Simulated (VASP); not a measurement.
# Bi2Te3 in VASP: further runs, part 2 of 2

VASP 6.6.1. Earlier steps stand in the parts before.

## Step 4: Single point, PBE+D3(BJ)

This run uses another cell than the first one.

INCAR reads:

```
ALGO     = Normal         # electronic algorithm
DIPOL    = 0.5 0.5 0.500
EDIFF    = 1E-6           # SCF threshold, eV
ENCUT    = 520            # plane-wave cutoff, eV
GGA      = PE             # functional
IDIPOL   = 3            
ISIF     = 2              # what is computed and relaxed
ISMEAR   = 0              # smearing method
IVDW     = 12             # dispersion correction
LASPH    = T              # aspherical terms in the spheres
LCHARG   = F              # write CHGCAR
LDIPOL   = T            
LREAL    = F              # projectors in reciprocal space
LWAVE    = F              # write WAVECAR
NBANDS   = 32             # bands
NELM     = 60             # most SCF steps
PREC     = Accurate       # precision mode
SIGMA    = 0.01           # smearing width, eV
```

KPOINTS reads:

```
k-points
0
Gamma
  9 9 1
```

POSCAR reads:

```
Bi2Te3
1.0
    4.3534681984      0.0000000000      0.0000000000
   -2.1767340992      3.7702140544      0.0000000000
    0.0000000000      0.0000000000     41.0265819360
Te Bi
3 2
Direct
    0.0000000000      0.0000000000      0.4077487505
    0.6666666667      0.3333333333      0.5000000000
    0.3333333333      0.6666666667      0.5922512495
    0.3333333333      0.6666666667      0.4501221368
    0.0000000000      0.0000000000      0.5498778632
```

Potentials or basis: VASP PAW PBE potentials, release 64 (Te, Bi_d).

On the command line:

```sh
$ cat potpaw_PBE.64/Te/POTCAR potpaw_PBE.64/Bi_d/POTCAR > POTCAR
$ mpirun -np 1 vasp_std > vasp.out
```

OUTCAR:

```text
EDIFF = 1E-6
   ENCUT = 520
   GGA = PE
   ISIF = 2
   ISMEAR = 0
   IVDW = 12
   LASPH = T
   LREAL = F
   NELM = 60
   PREC = Accurate
 IVDW          = 12

 ion  position               nearest neighbor table
   1  0.000  0.000  0.408-   4 3.06   4 3.06   4 3.06
   2  0.667  0.333  0.500-   4 3.24   5 3.24   4 3.24   5 3.24   5 3.24   4 3.24
   3  0.333  0.667  0.592-   5 3.06   5 3.06   5 3.06
   4  0.333  0.667  0.450-   1 3.06   1 3.06   1 3.06   2 3.24   2 3.24   2 3.24
   5  0.000  0.000  0.550-   3 3.06   3 3.06   3 3.06   2 3.24   2 3.24   2 3.24
[... 620 lines left out ...]
  -------------------------------------------------------------------------------------
  Total      -0.00060    -0.00060     0.03545    -0.00000     0.00000     0.00000
  in kB      -0.00142    -0.00142     0.08436    -0.00000     0.00000     0.00000
  external pressure =        0.03 kB  Pullay stress =        0.00 kB

 VOLUME and BASIS-vectors are now :
 -----------------------------------------------------------------------------
  energy-cutoff  :      520.00
  volume of cell :      673.39
      direct lattice vectors                 reciprocal lattice vectors
     4.353468198  0.000000000  0.000000000     0.229701919  0.132618465  0.000000000
    -2.176734099  3.770214054  0.000000000     0.000000000  0.265236930  0.000000000
     0.000000000  0.000000000 41.026581936     0.000000000  0.000000000  0.024374441

 POSITION                                       TOTAL-FORCE (eV/Angst)
 -----------------------------------------------------------------------------------
      0.00000      0.00000     16.72854        -0.000000     -0.000000     -0.012427
      2.17673      1.25674     20.51329        -0.000000     -0.000000     -0.000000
     -0.00000      2.51348     24.29804         0.000000      0.000000      0.012427
     -0.00000      2.51348     18.46697         0.000000     -0.000000      0.009824
      0.00000      0.00000     22.55961        -0.000000     -0.000000     -0.009824
 -----------------------------------------------------------------------------------
    total drift:                                0.000000     -0.000000      0.000036

  FREE ENERGIE OF THE ION-ELECTRON SYSTEM (eV)
  ---------------------------------------------------
  free  energy   TOTEN  =       -20.1045077308 eV

  energy  without entropy=      -20.1045077308  energy(sigma->0) =      -20.10450773

 vacuum level on the upper side and lower side of the slab         2.526         2.529
```

OSZICAR:

```text
N       E                     dE             d eps       ncg     rms          rms(c)
DAV:   1     0.356110165067E+03    0.35611E+03   -0.18956E+04  1016   0.110E+03
DAV:   2     0.163663098082E+02   -0.33974E+03   -0.33075E+03  1032   0.261E+02
DAV:   3    -0.171697121209E+02   -0.33536E+02   -0.33225E+02   960   0.961E+01
DAV:   4    -0.185965608344E+02   -0.14268E+01   -0.14247E+01   984   0.218E+01
DAV:   5    -0.186442307144E+02   -0.47670E-01   -0.47668E-01  1120   0.419E+00    0.649E+00
DAV:   6    -0.183163211367E+02    0.32791E+00   -0.42116E-01  1016   0.495E+00    0.486E+00
DAV:   7    -0.183303756961E+02   -0.14055E-01   -0.32411E-01   920   0.278E+00    0.111E+00
DAV:   8    -0.183238723161E+02    0.65034E-02   -0.59573E-02   832   0.134E+00    0.660E-01
DAV:   9    -0.183218970673E+02    0.19752E-02   -0.70056E-03  1048   0.577E-01    0.498E-01
DAV:  10    -0.183223242409E+02   -0.42717E-03   -0.39437E-03   968   0.407E-01    0.141E-01
DAV:  11    -0.183221366970E+02    0.18754E-03   -0.47293E-04   872   0.179E-01    0.714E-02
DAV:  12    -0.183221551512E+02   -0.18454E-04   -0.14406E-04  1008   0.551E-02    0.622E-02
DAV:  13    -0.183221941256E+02   -0.38974E-04   -0.26305E-05   776   0.288E-02    0.208E-02
DAV:  14    -0.183222019169E+02   -0.77913E-05   -0.96970E-06   976   0.227E-02    0.129E-02
DAV:  15    -0.183222039219E+02   -0.20050E-05   -0.20456E-06   720   0.667E-03    0.135E-02
DAV:  16    -0.183222036783E+02    0.24361E-06   -0.12660E-07   536   0.290E-03
   1 F= -.20104508E+02 E0= -.20104508E+02  d E =-.768004E-13
```

Wall time 7.1 min (1 thread of Intel Xeon Platinum 8259CL at 2.50GHz (Skylake/Cascade Lake), shared host); peak memory 0.79 GiB.

Results:

```yaml
Free_energy: -20.1045 eV
Largest_force: 0.012 eV/Å
Band_gap_on_the_k_mesh: 1.05 eV (least direct gap 1.33 eV)
Dispersion_energy_per_atom: -0.356 eV
```

Forces on the atoms (eV/Å):
```
Te   0.000  0.000 -0.012
Te   0.000  0.000  0.000
Te   0.000  0.000  0.012
Bi   0.000  0.000  0.010
Bi   0.000  0.000 -0.010
```

Levels at points of the mesh, in eV from the valence-band top:
| k point | band 21 | band 22 | band 23 | band 24 | band 25 | band 26 | band 27 | band 28 |
| --- | --- | --- | --- | --- | --- | --- | --- | --- |
| (0.00, 0.00, 0.00) | -0.81 | -0.44 | -0.28 | -0.28 | 1.05 | 1.62 | 1.62 | 2.44 |

Caveat: spin-orbit coupling is left out, which moves the levels of the heavy elements.

## Step 5: Summary

| cell | k mesh | smearing | gap on the mesh (eV) | largest force (eV/Å) |
| --- | --- | --- | --- | --- |
| a = 4.386, b = 4.386, c = 41.027 Å, angles 90.0, 90.0, 120.0°, 5 atoms, atomic positions A | 6 × 6 × 1 | gaussian 0.1 eV | 1.02 | 0.03 |
| a = 4.353, b = 4.353, c = 41.027 Å, angles 90.0, 90.0, 120.0°, 5 atoms, atomic positions B | 9 × 9 × 1 | gaussian 0.01 eV | 1.05 | 0.01 |
| a = 4.353, b = 4.353, c = 41.027 Å, angles 90.0, 90.0, 120.0°, 5 atoms, atomic positions C | 9 × 9 × 1 | gaussian 0.01 eV | 1.05 | 0.01 |

Alike in all rows: task single point; level PBE+D3(BJ); potentials or basis VASP PAW PBE potentials, release 64 (Te, Bi_d); no spin polarisation; cutoff (eV) 520.

Caveats: spin-orbit coupling is left out, which moves the levels of the heavy elements.

Total energies depend on the potentials used, so only differences within one code and one set of settings carry meaning.
